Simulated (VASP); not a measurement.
Here is a VASP 6.6.1 calculation.

Contents of INCAR:

```
SYSTEM = BaTe
  PREC = Accurate
  ENCUT = 520
  EDIFF = 1E-6
  ISMEAR = 0
  SIGMA = 0.02
  LREAL = .FALSE.
  LASPH = .TRUE.
  NELM = 60
  ALGO = Normal
  ISIF = 2
  LWAVE = .FALSE.
  LCHARG = .TRUE.
  GGA = PS
  LELF = .TRUE.
  LVHAR = .TRUE.
  NBANDS = 15
```

KPOINTS

```
regular mesh
0
G
  8 8 8
  0 0 0
```

File POSCAR:

```
BaTe
1.0
    0.0000000000      3.4706928309      3.4706928309
    3.4706928309      0.0000000000      3.4706928309
    3.4706928309      3.4706928309      0.0000000000
Ba Te
1 1
Direct
    0.0000000000      0.0000000000      0.0000000000
    0.5000000000      0.5000000000      0.5000000000
```

Potentials or basis: VASP PAW PBE potentials, release 64 (Ba_sv, Te).

The run is started by

```sh
$ cat potpaw_PBE.64/Ba_sv/POTCAR potpaw_PBE.64/Te/POTCAR > POTCAR
$ mpirun -np 1 vasp_std > vasp.out
```

Predict the band gap on the k mesh.

1.37 eV (least direct gap 1.76 eV).

Estimate the pressure.

0.4 GPa.

Caveat: the PAW data sets were made with another functional, which shifts forces and pressure a little; spin-orbit coupling is left out, which moves the levels of the heavy elements. A k mesh can miss the band edges.
